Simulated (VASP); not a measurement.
A run of VASP 6.6.1 is set up as follows.

POSCAR

```
CeO
1.0
    0.0000000000      2.7078965508      2.7078965508
    2.7078965508      0.0000000000      2.7078965508
    2.7078965508      2.7078965508      0.0000000000
Ce O
1 1
Direct
    0.0000000000      0.0000000000      0.0000000000
    0.2500000000      0.2500000000      0.2500000000
```

Contents of INCAR.step1:

```
SYSTEM = CeO
ALGO = Normal
EDIFF = 1E-6
ENCUT = 520
GGA = PS
ISIF = 2
ISMEAR = 0
ISPIN = 2
LASPH = .TRUE.
LCHARG = .TRUE.
LMAXMIX = 6
LREAL = .FALSE.
LWAVE = .FALSE.
MAGMOM = 1.1 0
NBANDS = 20
NELM = 150
PREC = Accurate
SIGMA = 0.05
```

Contents of KPOINTS.step1:

```
k-points
0
G
  10 10 10
  0 0 0
```

Contents of INCAR.step2:

```
SYSTEM = CeO
ALGO = Normal
EDIFF = 1E-6
ENCUT = 520
GGA = PS
ICHARG = 11
ISIF = 2
ISMEAR = -5
ISPIN = 2
LASPH = .TRUE.
LCHARG = .FALSE.
LMAXMIX = 6
LORBIT = 10
LREAL = .FALSE.
LWAVE = .FALSE.
MAGMOM = 1.1 0
NBANDS = 20
NEDOS = 1001
NELM = 150
PREC = Accurate
SIGMA = 0.05
```

File KPOINTS.step2:

```
k-points
0
G
  15 15 15
  0 0 0
```

Potentials or basis: VASP PAW PBE potentials, release 64 (Ce, O).

Run with:

```bash
$ cat potpaw_PBE.64/Ce/POTCAR potpaw_PBE.64/O/POTCAR > POTCAR
$ cp INCAR.step1 INCAR
$ cp KPOINTS.step1 KPOINTS
$ mpirun -np 1 vasp_std > vasp.out
$ cp INCAR.step2 INCAR
$ cp KPOINTS.step2 KPOINTS
$ mpirun -np 1 vasp_std > vasp.out
```

(1) Estimate the net moment.

(2) What does it give for the site moments?

Answers

(1) 1.89 μB per cell.

(2) Ce +1.26; O -0.01 μB.

Caveat: the magnetic or orbital state may not be the lowest.
